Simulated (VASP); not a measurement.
C, 2 atoms in the cell. It takes space group C2/m (No. 12, monoclinic). The conventional cell has a = 4.254 Å, b = 2.456 Å, c = 4.148 Å, α = 90.00°, β = 120.84°, γ = 90.00°. C (site symmetry m) has 3 C at 1.43 Å within 1.9 Å.  This cell differs from its parent crystal: atom 1 (C) moved by (+0.000, -0.200) A along [1 1 0] and z.

| Quantity | Value |
| --- | --- |
| Program | VASP 6.6.1 |
| Task | single point |
| Functional | r2SCAN |
| Potentials or basis | VASP PAW PBE potentials, release 64 (C) |
| Cutoff | 520 eV |
| k mesh | 14 × 14 × 14 |
| Occupations | gaussian, width 0.05 eV |
| Spin | no spin polarisation |
| Dipole correction | no |
| Further INCAR settings | ALGO = Normal; EDIFF = 1e-07; NBANDS = 11 |

Potentials or basis: VASP PAW PBE potentials, release 64 (C).

Command:

```sh
$ cat potpaw_PBE.64/C/POTCAR > POTCAR
$ cp INCAR.step1 INCAR
$ mpirun -np 1 vasp_std > vasp.out
$ cp INCAR.step2 INCAR
$ mpirun -np 1 vasp_std > vasp.out
```

Hardware: 1 thread of AMD EPYC 9R45 96-Core Processor (Zen 5), with other jobs on the host.

Task: Estimate the wall time of this run.

Result: Wall time 8.9 min on 1 thread of AMD EPYC 9R45 96-Core Processor (Zen 5), on a shared host, peak memory 0.21 GiB. Counts: k points 744.
